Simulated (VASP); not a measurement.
# Ni in VASP: single point with PBE

Aim: the single point of Ni with PBE.

Everything below comes from runs of VASP 6.6.1. Logs are shortened: lines on timing, memory, paths and dates and some standing lists are left out, and cuts for length are marked.

### 1 The cell of the first run

The cell holds a slab with vacuum, 4 atoms: a = 2.488 Å, b = 2.488 Å, c = 20.278 Å, α = 90.00°, β = 90.00°, γ = 90.00°.

### 2 Single point, PBE, collinear spin, ferromagnetic start

INCAR

```
SYSTEM = Ni
ALGO = Normal
DIPOL = 0.5 0.5 0.500
EDIFF = 1E-6
ENCUT = 520
GGA = PE
IDIPOL = 3
ISIF = 2
ISMEAR = 0
ISPIN = 2
LASPH = .TRUE.
LCHARG = .FALSE.
LDIPOL = .TRUE.
LMAXMIX = 4
LORBIT = 11
LREAL = .FALSE.
LWAVE = .FALSE.
MAGMOM = 0.75 0.75 0.75 0.75
NBANDS = 32
NELM = 150
PREC = Accurate
SIGMA = 0.1
```

KPOINTS

```
k-points
0
G
  14 14 1
  0 0 0
```

POSCAR

```
Ni
1.0
    2.4879381090      0.0000000000      0.0000000000
    0.0000000000      2.4879381090      0.0000000000
    0.0000000000      0.0000000000     20.2777137241
Ni
4
Direct
    0.5000000000      0.5000000000      0.3723549708
    0.0000000000      0.0000000000      0.4559085050
    0.5000000000      0.5000000000      0.5440910347
    0.0000000000      0.0000000000      0.6276454895
```

Potentials or basis: VASP PAW PBE potentials, release 64 (Ni).

Started as:

```bash
> cat potpaw_PBE.64/Ni/POTCAR > POTCAR
> mpirun -np 1 vasp_std > vasp.out
```

OUTCAR:

```text
SYSTEM = Ni
   EDIFF = 1E-6
   ENCUT = 520
   GGA = PE
   ISIF = 2
   ISMEAR = 0
   ISPIN = 2
   LASPH = .TRUE.
   LORBIT = 11
   LREAL = .FALSE.
   NELM = 150
   PREC = Accurate

 ion  position               nearest neighbor table
   1  0.500  0.500  0.372-   2 2.44   2 2.44   2 2.44   2 2.44
   2  0.000  0.000  0.456-   1 2.44   1 2.44   1 2.44   1 2.44   3 2.51   3 2.51   3 2.51   3 2.51

   3  0.500  0.500  0.544-   4 2.44   4 2.44   4 2.44   4 2.44   2 2.51   2 2.51   2 2.51   2 2.51

   4  0.000  0.000  0.628-   3 2.44   3 2.44   3 2.44   3 2.44

  LATTYP: Found a simple tetragonal cell.
 ALAT       =     2.4879381090
 C/A-ratio  =     8.1504092287

  Lattice vectors:

 A1 = (   2.4879381090,   0.0000000000,   0.0000000000)
 A2 = (   0.0000000000,   2.4879381090,   0.0000000000)
 A3 = (   0.0000000000,   0.0000000000,  20.2777137241)

Analysis of symmetry for initial positions (statically):
=====================================================================
 Subroutine PRICEL returns:
 Original cell was already a primitive cell.

 Routine SETGRP: Setting up the symmetry group for a
 simple tetragonal supercell.

 Subroutine GETGRP returns: Found 16 space group operations
 (whereof  8 operations were pure point group operations)
 out of a pool of 16 trial point group operations.

The static configuration has the point symmetry C_4v.
 The point group associated with its full space group is D_4h.

Analysis of symmetry for dynamics (positions and initial velocities):
=====================================================================
 Subroutine PRICEL returns:
 Original cell was already a primitive cell.

 Routine SETGRP: Setting up the symmetry group for a
 simple tetragonal supercell.

 Subroutine GETGRP returns: Found 16 space group operations
 (whereof  8 operations were pure point group operations)
 out of a pool of 16 trial point group operations.

The dynamic configuration has the point symmetry C_4v.
 The point group associated with its full space group is D_4h.

Analysis of structural, dynamic, and magnetic symmetry:
=====================================================================
 Subroutine PRICEL returns:
 Original cell was already a primitive cell.

 Routine SETGRP: Setting up the symmetry group for a
 simple tetragonal supercell.

 Subroutine GETGRP returns: Found 16 space group operations
 (whereof  8 operations were pure point group operations)
 out of a pool of 16 trial point group operations.

The overall configuration has the point symmetry C_4v.
 The point group associated with its full space group is D_4h.

 Subroutine INISYM returns: Found 16 space group operations
 (whereof  8 operations are pure point group operations),
 and found     1 'primitive' translations

----------------------------------------------------------------------------------------

                                     Primitive cell

  volume of cell :     125.5157

  direct lattice vectors                    reciprocal lattice vectors
     2.487938109  0.000000000  0.000000000     0.401939259  0.000000000  0.000000000
     0.000000000  2.487938109  0.000000000     0.000000000  0.401939259  0.000000000
     0.000000000  0.000000000 20.277713724     0.000000000  0.000000000  0.049315224

  length of vectors
     2.487938109  2.487938109 20.277713724     0.401939259  0.401939259  0.049315224

  position of ions in fractional coordinates (direct lattice)
     0.500000000  0.500000000  0.372354971
     0.000000000  0.000000000  0.455908505
     0.500000000  0.500000000  0.544091035
     0.000000000  0.000000000  0.627645489

  ion indices of the primitive-cell ions
   primitive index   ion index
                 1           1
                 2           2
                 3           3
                 4           4

[... 29 lines left out ...]
  0.071429  0.000000  0.000000      4.000000
  0.142857  0.000000  0.000000      4.000000
  0.214286  0.000000  0.000000      4.000000
  0.285714  0.000000  0.000000      4.000000
  0.357143  0.000000  0.000000      4.000000
[... 16 lines left out ...]
  0.285714  0.214286  0.000000      8.000000
  0.357143  0.214286  0.000000      8.000000
 [... further k-points ...]
   k-points           NKPTS =     36   k-points in BZ     NKDIM =     36   number of bands    NBANDS=     32
   number of dos      NEDOS =    301   number of ions     NIONS =      4
   total plane-waves  NPLWV =  64000
   dimension x,y,z NGX =    20 NGY =   20 NGZ =  160
   dimension x,y,z NGXF=    40 NGYF=   40 NGZF=  320
   ions per type =               4
   NGX,Y,Z   is equivalent  to a cutoff of  13.36, 13.36, 13.12 a.u.
   NGXF,Y,Z  is equivalent  to a cutoff of  26.73, 26.73, 26.24 a.u.
 SYSTEM =  Ni
   PREC   = accura    normal or accurate (medium, high low for compatibility)
   ISTART =      0    job   : 0-new  1-cont  2-samecut
   ICHARG =      2    charge: 1-file 2-atom 10-const
   ISPIN  =      2    spin polarized calculation?
   LNONCOLLINEAR =      F non collinear calculations
   LSORBIT =      F    spin-orbit coupling
   LASPH  =      T    aspherical Exc in radial PAW
   ENCUT  =  520.0 eV  38.22 Ry    6.18 a.u.   4.63  4.63 37.70*2*pi/ulx,y,z
   NELM   =    150;   NELMIN=  2; NELMDL= -5     # of ELM steps
   EDIFF  = 0.1E-05   stopping-criterion for ELM
   LREAL  =      F    real-space projection
   EDIFFG = 0.1E-04   stopping-criterion for IOM
   NSW    =      0    number of steps for IOM
   IBRION =     -1    ionic relax: 0-MD 1-quasi-New 2-CG
   NFREE  =      0    steps in history (QN), initial steepest desc. (CG)
   ISIF   =      2    stress and relaxation
   ISYM   =      2    0-nonsym 1-usesym 2-fastsym
   POTIM  = 0.5000    time-step for ionic-motion
   TEBEG  =    0.0;   TEEND  =   0.0 temperature during run
   PSTRESS=    0.0 pullay stress
   NELECT =      40.0000    total number of electrons
   NUPDOWN=      -1.0000    fix difference up-down
   EMIN   =  10.00;   EMAX   =-10.00  energy-range for DOS
   EFERMI =   0.00;   METHOD = LEGACY
   ISMEAR =     0;   SIGMA  =   0.10  broadening in eV -4-tet -1-fermi 0-gaus
   EFERMI_NEDOS =   21; number of points for ismear=-14 and -15
   IALGO  =     38    algorithm
   IMIX   =      4    mixing-type and parameters
     AMIX     =   0.40;   BMIX     =  1.00
     AMIX_MAG =   1.60;   BMIX_MAG =  1.00
  volume/ion in A,a.u.               =      31.38       211.76
  Fermi-wavevector in a.u.,A,eV,Ry     =   1.118224  2.113137 17.013062  1.250425
  Thomas-Fermi vector in A             =   2.254853
   LORBIT       =     11    0 simple, 1 ext, 2 COOP (PROOUT), +10 PAW based schemes
   GGA     = PE    functional components
   LHFCALC =     F    Hartree Fock is set to
   AEXX    =    0.0000 exact exchange contribution
   IVDW    =     0    specifies the selected vdW correction
   LEPSILON=     F    determine dielectric tensor
   LRPA    =     F    only Hartree local field effects (RPA)
 spin polarized calculation
 Gauss-broadening in eV      SIGMA  =   0.10
  energy-cutoff  :      520.00
  volume of cell :      125.52
 maximum number of plane-waves:      3439
 NGX is ok and might be reduce to    20
   NGX =  9   NGY =  9   NGZ = 75

 dipolmoment           0.000000      0.000000     -0.000000 electrons x Angstroem

 number of electron      39.9999981 magnetization       2.6963441

 dipolmoment           0.000000      0.000000      0.000071 electrons x Angstroem

 Free energy of the ion-electron system (eV)
  ---------------------------------------------------
  ext. energy  EPLUGINS =         0.00000000
  ---------------------------------------------------
  free energy    TOTEN  =       -20.18591408 eV

  energy without entropy =      -20.14588310  energy(sigma->0) =      -20.16589859

 E-fermi :   0.1320     XC(G=0):  -5.5499

 val. band max:        0.1287803111   @ k =   0.4286   0.0714   0.0000
 cond. band min:       0.1347252045   @ k =   0.1429   0.0000   0.0000
 fundamental gap:      0.0059448933
 Fermi energy:         0.1319978437

 spin component 1

 k-point     1 :       0.0000    0.0000    0.0000
  band No.  band energies     occupation
      1      -8.2842      1.00000
      2      -6.5889      1.00000
      3      -4.6381      1.00000
      4      -4.3656      1.00000
      5      -3.8975      1.00000
      6      -3.4004      1.00000
[... 829 lines left out ...]
     31      10.7525      0.00000
     32      11.3378      0.00000

 [... further k-points ...]

 spin component 2

 k-point     1 :       0.0000    0.0000    0.0000
  band No.  band energies     occupation
      1      -8.3146      1.00000
      2      -6.5998      1.00000
      3      -4.5291      1.00000
      4      -4.0537      1.00000
      5      -3.2854      1.00000
      6      -2.7512      1.00000
[... 829 lines left out ...]
     31      10.8394      0.00000
     32      11.3884      0.00000

 [... further k-points ...]

------------------------ aborting loop because EDIFF is reached ----------------------------------------

 vacuum level on the upper side and lower side of the slab       (xc-potential included)        -0.079        -0.076

  FORCE on cell =-STRESS in cart. coord.  units (eV):
  Direction    XX          YY          ZZ          XY          YZ          ZX
  --------------------------------------------------------------------------------------
  -------------------------------------------------------------------------------------
  Total       -1.4796285     -1.4796285      0.0123915      0.0000000     -0.0000000      0.0000000
  in kB      -18.8870942    -18.8870942      0.1581750      0.0000000     -0.0000000      0.0000000
  external PRESSURE =     -12.5386711 kB  Pullay stress =       0.0000000 kB

 VOLUME and BASIS-vectors are now :
 -----------------------------------------------------------------------------
  energy-cutoff  :      520.00
  volume of cell :      125.52
      direct lattice vectors                 reciprocal lattice vectors
     2.487938109  0.000000000  0.000000000     0.401939259  0.000000000  0.000000000
     0.000000000  2.487938109  0.000000000     0.000000000  0.401939259  0.000000000
     0.000000000  0.000000000 20.277713724     0.000000000  0.000000000  0.049315224

 POSITION                                       TOTAL-FORCE (eV/Angst)
 -----------------------------------------------------------------------------------
      1.24397      1.24397      7.55051         0.000000      0.000000     -0.005889
      0.00000      0.00000      9.24478        -0.000000      0.000000      0.008902
      1.24397      1.24397     11.03292        -0.000000      0.000000     -0.008902
      0.00000      0.00000     12.72722        -0.000000      0.000000      0.005889
 -----------------------------------------------------------------------------------
    total drift:                               -0.000000     -0.000000      0.011792

  FREE ENERGIE OF THE ION-ELECTRON SYSTEM (eV)
  ---------------------------------------------------
  free  energy   TOTEN  =       -20.1859140791 eV

  energy  without entropy=      -20.1458831047  energy(sigma->0) =      -20.16589859

 vacuum level on the upper side and lower side of the slab         4.891         4.882

 total charge

# of ion       s       p       d       tot
------------------------------------------
    1        0.479   0.352   8.327   9.158
    2        0.498   0.505   8.316   9.319
    3        0.498   0.505   8.316   9.319
    4        0.479   0.352   8.327   9.158
--------------------------------------------------
tot          1.955   1.715  33.286  36.955

 magnetization (x)

# of ion       s       p       d       tot
------------------------------------------
    1       -0.003  -0.019   0.743   0.721
    2       -0.008  -0.025   0.692   0.659
    3       -0.008  -0.025   0.692   0.659
    4       -0.003  -0.019   0.743   0.721
--------------------------------------------------
tot         -0.021  -0.088   2.869   2.760
```

Run time: 8 min. Hardware: 1 thread of Intel Xeon Platinum 8259CL at 2.50GHz (Skylake/Cascade Lake), shared host; peak memory 0.4 GiB.

Results:

| Item | Value |
| --- | --- |
| Free energy | -20.1859 eV |
| Largest force | 0.009 eV/Å |
| Net moment | 2.70 μB per cell |
| Site moments | Ni +0.72, +0.66 (each value once) μB |
| Valence electrons inside the program's atomic spheres | Ni 9.16, 9.32 (each value once) |

Forces on the atoms (eV/Å):
```
Ni   0.000  0.000 -0.006
Ni   0.000  0.000  0.009
Ni   0.000  0.000 -0.009
Ni   0.000  0.000  0.006
```

Levels at points of the mesh, in eV from the Fermi level:
Spin up:
| k point | band 17 | band 18 | band 19 | band 20 | band 21 | band 22 | band 23 | band 24 | band 25 | band 26 |
| --- | --- | --- | --- | --- | --- | --- | --- | --- | --- | --- |
| (0.00, 0.00, 0.00) | -1.00 | -0.91 | -0.91 | -0.66 | -0.56 | -0.55 | -0.55 | 0.24 | 1.88 | 4.71 |
| (0.50, 0.00, 0.00) | -0.97 | -0.97 | -0.63 | -0.63 | 0.61 | 0.61 | 1.01 | 1.01 | 4.60 | 4.60 |
| (0.50, 0.50, 0.00) | -0.49 | -0.49 | -0.22 | -0.22 | 3.48 | 3.48 | 5.86 | 5.86 | 9.06 | 9.06 |
Spin down:
```
           k point  band 16  band 17  band 18  band 19  band 20  band 21
(0.00, 0.00, 0.00)    -0.56    -0.29    -0.06    -0.06     0.14     0.21
(0.50, 0.00, 0.00)    -0.54    -0.12    -0.12     0.20     0.20     0.89
(0.50, 0.50, 0.00)     0.03     0.35     0.35     0.64     0.64     3.54
```
